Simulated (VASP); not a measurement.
# HC32 (a cell with a defect) in VASP: single point with PBE+D3(BJ)

Aim: the single point of HC32 (a cell with a defect) with PBE+D3(BJ).

Everything below comes from runs of VASP 6.6.1. Logs are shortened: lines on timing, memory, paths and dates and some standing lists are left out, and cuts for length are marked.

### 1 The cell of the first run

The cell holds a defect, 33 atoms: a = 6.613 Å, b = 6.619 Å, c = 6.619 Å, α = 96.28°, β = 96.34°, γ = 96.34°.

### 2 Single point, PBE+D3(BJ), collinear spin

INCAR

```
SYSTEM = HC32
ALGO     = Normal         ! electronic algorithm
EDIFF    = 1E-6           ! SCF threshold, eV
ENCUT    = 520            ! plane-wave cutoff, eV
GGA      = PE             ! functional
ISIF     = 2              ! what is computed and relaxed
ISMEAR   = 0              ! smearing method
ISPIN    = 2              ! spin polarisation
IVDW     = 12             ! dispersion correction
LASPH    = .True.         ! aspherical terms in the spheres
LCHARG   = .False.        ! write CHGCAR
LORBIT   = 11             ! projections on sites
LREAL    = Auto         
LWAVE    = .False.        ! write WAVECAR
MAGMOM   = 0.02 0.07 0.07 0.05 0.02 0.02 0.08 0.02 0.02 0.02 0.12 0.08 0.12 0.07 0.08 0.12 -0.02 -0.02 -0.02 -0.02 -0.02 -0.02 -0.02 -0.02 -0.02 -0.02 0 -0.02 -0.02 -0.02 -0.02 -0.02 0.08 ! initial moments
NBANDS   = 90             ! bands
NELM     = 150            ! most SCF steps
PREC     = Accurate       ! precision mode
SIGMA    = 0.02           ! smearing width, eV
```

KPOINTS

```
Automatic mesh
0
Gamma
  2 2 2
  0.5 0.5 0.5
```

POSCAR

```
HC32
1.0
    5.6709571532      0.0000000000     -3.4026574365
   -2.8677434801     -4.9298468452     -3.3594911937
   -2.8677434801      4.9298468452     -3.3594911937
C H
32 1
Direct
    0.4188404162      0.0446021886      0.5427223285
    0.6639924304      0.7912081869      0.5390096828
    0.9389235594      0.5692802195      0.5692802195
    0.4200132143      0.2946774971      0.2946774971
    0.1772847606      0.3034779671      0.5518130652
    0.6617384664      0.0367569509      0.2855876019
    0.9130874625      0.7890712628      0.2887360440
    0.4188405158      0.5427224269      0.0446022870
    0.1772847606      0.5518130652      0.3034779671
    0.6617384664      0.2855876019      0.0367569509
    0.8987321173      0.0228512993      0.0228512993
    0.4175198272      0.7917484744      0.7917484744
    0.1658456600      0.7860248777      0.0407149086
    0.6639924304      0.5390096828      0.7912081869
    0.9130874625      0.2887360440      0.7890712628
    0.1658456600      0.0407149086      0.7860248777
    0.5811594792      0.9572776175      0.4553977260
    0.8341543350      0.7139751667      0.4592851044
    0.1012678410      0.4771487768      0.4771487768
    0.5799866445      0.2053224806      0.2053224806
    0.3382615090      0.2144123168      0.4632429678
    0.8227152344      0.9481869792      0.1965220460
    0.0869125325      0.7109287816      0.2112639690
    0.5811594792      0.4553977260      0.9572776175
    0.3382615090      0.4632429678      0.2144123168
    0.8227152344      0.1965220460      0.9481869792
    0.0610764552      0.9307199193      0.9307199193
    0.5824802045      0.7082515069      0.7082515069
    0.3360076013      0.7087917944      0.9609902985
    0.8341543350      0.4592851044      0.7139751667
    0.0869125325      0.2112639690      0.7109287816
    0.3360076013      0.9609902985      0.7087917944
    1.0000001018      0.7499999146      0.7499999146
```

Potentials or basis: VASP PAW PBE potentials, release 64 (C, H).

Command:

```sh
$ cat potpaw_PBE.64/C/POTCAR potpaw_PBE.64/H/POTCAR > POTCAR
$ mpirun -np 1 vasp_std > vasp.out
```

OUTCAR:

```text
SYSTEM = HC32
   EDIFF = 1E-6
   ENCUT = 520
   GGA = PE
   ISIF = 2
   ISMEAR = 0
   ISPIN = 2
   IVDW = 12
   LASPH = .True.
   LORBIT = 11
   LREAL = Auto
   NELM = 150
   PREC = Accurate
 IVDW          = 12

 ion  position               nearest neighbor table
   1  0.419  0.045  0.543-  32 1.42  17 1.42  21 1.42
   2  0.664  0.791  0.539-  18 1.42  17 1.42  28 1.43
   3  0.939  0.569  0.569-  19 1.45  30 1.45  18 1.45
   4  0.420  0.295  0.295-  20 1.42  21 1.42  25 1.42
   5  0.177  0.303  0.552-  19 1.42  21 1.42  31 1.43
   6  0.662  0.037  0.286-  20 1.42  17 1.42  22 1.42
[... 24 lines left out ...]
  31  0.087  0.211  0.711-  16 1.41   5 1.43  15 1.43
  32  0.336  0.961  0.709-  16 1.42   1 1.42  12 1.43
  33  0.000  0.750  0.750-

  LATTYP: Found a base centered monoclinic cell.
 ALAT       =     8.8340554103
 B/A-ratio  =     1.1161005034
 C/A-ratio  =     0.7486322128
 COS(beta)  =    -0.1654005532

  Lattice vectors:

 A1 = (  -2.8677434801,  -4.9298468452,  -3.3594911937)
 A2 = (  -2.8677434801,   4.9298468452,  -3.3594911937)
 A3 = (   5.6709571532,   0.0000000000,  -3.4026574365)

Analysis of symmetry for initial positions (statically):
=====================================================================
 Subroutine PRICEL returns:
 Original cell was already a primitive cell.

 Routine SETGRP: Setting up the symmetry group for a
 base centered monoclinic supercell.

 Subroutine GETGRP returns: Found  4 space group operations
 (whereof  2 operations were pure point group operations)
 out of a pool of  4 trial point group operations.

The static configuration has the point symmetry C_1h.
 The point group associated with its full space group is C_2h.

Analysis of symmetry for dynamics (positions and initial velocities):
=====================================================================
 Subroutine PRICEL returns:
 Original cell was already a primitive cell.

 Routine SETGRP: Setting up the symmetry group for a
 base centered monoclinic supercell.

 Subroutine GETGRP returns: Found  4 space group operations
 (whereof  2 operations were pure point group operations)
 out of a pool of  4 trial point group operations.

The dynamic configuration has the point symmetry C_1h.
 The point group associated with its full space group is C_2h.

Analysis of structural, dynamic, and magnetic symmetry:
=====================================================================
 Subroutine PRICEL returns:
 Original cell was already a primitive cell.

 Routine SETGRP: Setting up the symmetry group for a
 base centered monoclinic supercell.

 Subroutine GETGRP returns: Found  2 space group operations
 (whereof  2 operations were pure point group operations)
 out of a pool of  4 trial point group operations.

The overall configuration has the point symmetry C_1h.

 Subroutine INISYM returns: Found  2 space group operations
 (whereof  2 operations are pure point group operations),
 and found     1 'primitive' translations

----------------------------------------------------------------------------------------

                                     Primitive cell

  volume of cell :     284.0526

  direct lattice vectors                    reciprocal lattice vectors
     5.670957153  0.000000000 -3.402657437     0.116610618  0.000000000 -0.099541663
    -2.867743480 -4.929846845 -3.359491194    -0.059054477 -0.101423029 -0.098421723
    -2.867743480  4.929846845 -3.359491194    -0.059054477  0.101423029 -0.098421723

  length of vectors
     6.613458450  6.619178474  6.619178474     0.153318554  0.153169506  0.153169506

  position of ions in fractional coordinates (direct lattice)
     0.418840416  0.044602189  0.542722328
     0.663992430  0.791208187  0.539009683
     0.938923559  0.569280220  0.569280220
     0.420013214  0.294677497  0.294677497
     0.177284761  0.303477967  0.551813065
     0.661738466  0.036756951  0.285587602
[... 25 lines left out ...]
     0.336007601  0.960990299  0.708791794
     0.000000102  0.749999915  0.749999915

  ion indices of the primitive-cell ions
[... 67 lines left out ...]
   number of dos      NEDOS =    301   number of ions     NIONS =     33
   total plane-waves  NPLWV = 125000
   dimension x,y,z NGX =    50 NGY =   50 NGZ =   50
   dimension x,y,z NGXF=   100 NGYF=  100 NGZF=  100
   ions per type =              32   1
   NGX,Y,Z   is equivalent  to a cutoff of  12.57, 12.56, 12.56 a.u.
   NGXF,Y,Z  is equivalent  to a cutoff of  25.14, 25.12, 25.12 a.u.
 SYSTEM =  HC32
   PREC   = accura    normal or accurate (medium, high low for compatibility)
   ISTART =      0    job   : 0-new  1-cont  2-samecut
   ICHARG =      2    charge: 1-file 2-atom 10-const
   ISPIN  =      2    spin polarized calculation?
   LNONCOLLINEAR =      F non collinear calculations
   LSORBIT =      F    spin-orbit coupling
   LASPH  =      T    aspherical Exc in radial PAW
   ENCUT  =  520.0 eV  38.22 Ry    6.18 a.u.  12.30 12.31 12.31*2*pi/ulx,y,z
   NELM   =    150;   NELMIN=  2; NELMDL= -5     # of ELM steps
   EDIFF  = 0.1E-05   stopping-criterion for ELM
   LREAL  =      T    real-space projection
   EDIFFG = 0.1E-04   stopping-criterion for IOM
   NSW    =      0    number of steps for IOM
   IBRION =     -1    ionic relax: 0-MD 1-quasi-New 2-CG
   NFREE  =      0    steps in history (QN), initial steepest desc. (CG)
   ISIF   =      2    stress and relaxation
   ISYM   =      2    0-nonsym 1-usesym 2-fastsym
   POTIM  = 0.5000    time-step for ionic-motion
   TEBEG  =    0.0;   TEEND  =   0.0 temperature during run
   PSTRESS=    0.0 pullay stress
   NELECT =     129.0000    total number of electrons
   NUPDOWN=      -1.0000    fix difference up-down
   EMIN   =  10.00;   EMAX   =-10.00  energy-range for DOS
   EFERMI =   0.00;   METHOD = LEGACY
   ISMEAR =     0;   SIGMA  =   0.02  broadening in eV -4-tet -1-fermi 0-gaus
   EFERMI_NEDOS =   21; number of points for ismear=-14 and -15
   IALGO  =     38    algorithm
   IMIX   =      4    mixing-type and parameters
     AMIX     =   0.40;   BMIX     =  1.00
     AMIX_MAG =   1.60;   BMIX_MAG =  1.00
  volume/ion in A,a.u.               =       8.61        58.09
  Fermi-wavevector in a.u.,A,eV,Ry     =   1.258361  2.377957 21.544438  1.583471
  Thomas-Fermi vector in A             =   2.391974
   LORBIT       =     11    0 simple, 1 ext, 2 COOP (PROOUT), +10 PAW based schemes
   GGA     = PE    functional components
   LHFCALC =     F    Hartree Fock is set to
   AEXX    =    0.0000 exact exchange contribution
   IVDW    =    12    specifies the selected vdW correction
   LEPSILON=     F    determine dielectric tensor
   LRPA    =     F    only Hartree local field effects (RPA)
 spin polarized calculation
 Gauss-broadening in eV      SIGMA  =   0.02
  energy-cutoff  :      520.00
  volume of cell :      284.05
 maximum number of plane-waves:      7645
 NGX is ok and might be reduce to    50
   NGX = 25   NGY = 25   NGZ = 25

 number of electron     128.9999994 magnetization       0.4999410

 Free energy of the ion-electron system (eV)
  ---------------------------------------------------
  ext. energy  EPLUGINS =         0.00000000
  ---------------------------------------------------
  free energy    TOTEN  =      -295.61832512 eV

  energy without entropy =     -295.61832149  energy(sigma->0) =     -295.61832331

 E-fermi :   5.1315     XC(G=0): -10.3542

 val. band max:        5.0773262590   @ k =   0.2500  -0.2500   0.2500
 cond. band min:       5.1857494163   @ k =   0.2500  -0.2500   0.2500
 fundamental gap:      0.1084231573
 Fermi energy:         5.1315378344

 spin component 1

 k-point     1 :       0.2500    0.2500    0.2500
  band No.  band energies     occupation
      1     -14.8282      1.00000
      2     -13.5501      1.00000
      3     -13.4687      1.00000
      4     -13.4389      1.00000
      5     -13.2357      1.00000
      6     -13.2227      1.00000
[... 226 lines left out ...]
     75       9.7323      0.00000
     76      10.0047      0.00000
 Fermi energy:         5.1315378344

 spin component 2

 k-point     1 :       0.2500    0.2500    0.2500
  band No.  band energies     occupation
      1     -14.8088      1.00000
      2     -13.5256      1.00000
      3     -13.4524      1.00000
      4     -13.4207      1.00000
      5     -13.2197      1.00000
      6     -13.2049      1.00000
[... 226 lines left out ...]
     75       9.7660      0.00000
     76      10.0558      0.00000
 [bands above 76 left out]

------------------------ aborting loop because EDIFF is reached ----------------------------------------

 Edisp (eV)   -5.13327

 E8    (eV) :    -1.4455

  FORCE on cell =-STRESS in cart. coord.  units (eV):
  Direction    XX          YY          ZZ          XY          YZ          ZX
  --------------------------------------------------------------------------------------
  -------------------------------------------------------------------------------------
  Total       0.71744     4.66970    -1.96105     0.00000     0.00000    -2.91569
  in kB       4.04667    26.33910   -11.06113     0.00000     0.00000   -16.44572
  external pressure =        6.44 kB  Pullay stress =        0.00 kB

 VOLUME and BASIS-vectors are now :
 -----------------------------------------------------------------------------
  energy-cutoff  :      520.00
  volume of cell :      284.05
      direct lattice vectors                 reciprocal lattice vectors
     5.670957153  0.000000000 -3.402657437     0.116610618  0.000000000 -0.099541663
    -2.867743480 -4.929846845 -3.359491194    -0.059054477 -0.101423029 -0.098421723
    -2.867743480  4.929846845 -3.359491194    -0.059054477  0.101423029 -0.098421723

 POSITION                                       TOTAL-FORCE (eV/Angst)
 -----------------------------------------------------------------------------------
      0.69093      2.45566     -3.39828        -0.004306      0.007231     -0.003129
     -0.04925     -1.24330     -6.72819         0.008294      0.001852      0.000893
      2.05950      0.00000     -7.01982         0.000337      0.000000     -0.014692
      0.69176      0.00000     -3.40909        -0.007705      0.000000      0.008522
     -1.44738      1.22425     -3.47658        -0.003074     -0.009905     -0.002890
      2.82829      1.22670     -3.33458         0.000923      0.000158     -0.002776
[... 25 lines left out ...]
     -2.88302     -1.24330     -6.75294        -0.008313      0.001863     -0.000892
     -4.30161      0.00000     -5.03924         0.000006      0.000000      0.000009
 -----------------------------------------------------------------------------------
    total drift:                               -0.000007      0.000008     -0.000003

  FREE ENERGIE OF THE ION-ELECTRON SYSTEM (eV)
  ---------------------------------------------------
  free  energy   TOTEN  =      -300.7515992530 eV

  energy  without entropy=     -300.7515956175  energy(sigma->0) =     -300.75159744

 total charge

# of ion       s       p       d       tot
------------------------------------------
    1        0.864   1.791   0.000   2.655
    2        0.863   1.793   0.000   2.656
    3        0.846   1.756   0.000   2.602
    4        0.864   1.794   0.000   2.657
    5        0.863   1.787   0.000   2.649
    6        0.864   1.790   0.000   2.654
[... 25 lines left out ...]
   32        0.863   1.793   0.000   2.656
   33        0.433   0.023   0.000   0.456
--------------------------------------------------
tot         28.019  57.141   0.000  85.160

 magnetization (x)

# of ion       s       p       d       tot
------------------------------------------
    1       -0.000   0.002   0.000   0.002
    2        0.001   0.015   0.000   0.015
    3        0.000   0.002   0.000   0.002
    4        0.000   0.006   0.000   0.007
    5       -0.000  -0.002   0.000  -0.002
    6        0.000   0.005   0.000   0.006
[... 25 lines left out ...]
   32        0.001   0.015   0.000   0.015
   33        0.040   0.001   0.000   0.041
--------------------------------------------------
tot          0.051   0.229   0.000   0.280
```

Wall time 6.2 min (1 thread of Intel Xeon Platinum 8259CL at 2.50GHz (Skylake/Cascade Lake), shared host); peak memory 0.5 GiB.

Results:

- Free energy: -300.7516 eV
- Pressure: 0.6 GPa
- Largest force: 0.015 eV/Å
- Net moment: 0.50 μB per cell
- Site moments: C +0.00, +0.01, -0.00, +0.03 (each value once); H +0.04 μB
- Valence electrons inside the program's atomic spheres: C 2.65, 2.66, 2.60, 2.63, 2.64 (each value once); H 0.46
- Dispersion energy per atom: -0.156 eV

Forces in eV/Å, atoms in the order of the input:
```
C   -0.004  0.007 -0.003
C    0.008  0.002  0.001
C    0.000  0.000 -0.015
C   -0.008  0.000  0.009
C   -0.003 -0.010 -0.003
C    0.001  0.000 -0.003
C    0.002  0.008 -0.004
C   -0.004 -0.007 -0.003
C   -0.003  0.010 -0.003
C    0.001  0.000 -0.003
C   -0.007  0.000 -0.003
C    0.008  0.000 -0.008
C    0.003  0.007 -0.012
C    0.008 -0.002  0.001
C    0.002 -0.008 -0.004
C    0.003 -0.007 -0.012
C    0.004  0.007  0.003
C   -0.003 -0.007  0.012
C    0.007  0.000  0.003
C    0.008  0.000 -0.009
C   -0.001  0.000  0.003
C    0.003 -0.010  0.003
C   -0.002 -0.008  0.004
C    0.004 -0.007  0.003
C   -0.001  0.000  0.003
C    0.003  0.010  0.003
C    0.000  0.000  0.015
C   -0.008  0.000  0.008
C   -0.008 -0.002 -0.001
C   -0.003  0.007  0.012
C   -0.002  0.008  0.004
C   -0.008  0.002 -0.001
H    0.000  0.000  0.000
```

Levels at points of the mesh, in eV from the Fermi level:
Spin up:
| k point | band 63 | band 64 | band 65 | band 66 | band 67 | band 68 |
| --- | --- | --- | --- | --- | --- | --- |
| (0.25, 0.25, 0.25) | -2.88 | -2.86 | 0.09 | 1.27 | 1.37 | 1.75 |
Spin down:
| k point | band 61 | band 62 | band 63 | band 64 | band 65 | band 66 | band 67 | band 68 |
| --- | --- | --- | --- | --- | --- | --- | --- | --- |
| (0.25, 0.25, 0.25) | -3.07 | -2.87 | -2.83 | -2.82 | 0.22 | 1.32 | 1.41 | 1.80 |

Caveat: the k points lie up to 0.48 Å⁻¹ apart.
